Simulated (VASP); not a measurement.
# Rh: single point with PBE

Crystal: Rh.

```
Rh
1.0
     2.77940    0.00000    0.00000
    -1.38970    2.40703    0.00000
     0.00000    0.00000    4.31500
Rh
2
Direct
  0.66667 0.33333 0.75000
  0.33333 0.66667 0.25000
```

This isn't the form of Rh at room conditions, which is fcc.

```yaml
Program: VASP 6.6.1
Task: single point
Functional: PBE
Potentials_or_basis: VASP PAW PBE potentials, release 64 (Rh_pv)
Cutoff: 520 eV
k_mesh: 18 × 18 × 10
Occupations: gaussian, width 0.15 eV
Spin: no spin polarisation
```

* Pressure: -5.0 GPa
* Band gap on the k mesh: zero (bands 15 and 16 overlap by 2.14 eV)

Stress tensor (GPa, compression positive):
```
-7.75  0.00  0.00
 0.00 -7.75  0.00
 0.00  0.00  0.66
```

Levels at points of the mesh, in eV from the Fermi level:
| k point | band 13 | band 14 | band 15 | band 16 | band 17 | band 18 |
| --- | --- | --- | --- | --- | --- | --- |
| (0.00, 0.00, 0.00) | -2.28 | -2.05 | -2.05 | 0.10 | 0.10 | 1.18 |
| (0.50, 0.00, 0.00) | -1.93 | 0.19 | 0.54 | 0.68 | 2.77 | 4.74 |
| (0.00, 0.00, 0.50) | -2.85 | -2.85 | -0.41 | -0.41 | -0.41 | -0.41 |
| (0.50, 0.00, 0.50) | -0.31 | -0.31 | 0.41 | 0.41 | 2.56 | 2.56 |

It took 110 s on 1 thread of Intel Xeon 8259CL, on a shared host, peak memory 0.23 GiB.

Caveat: the cell stands under tension.
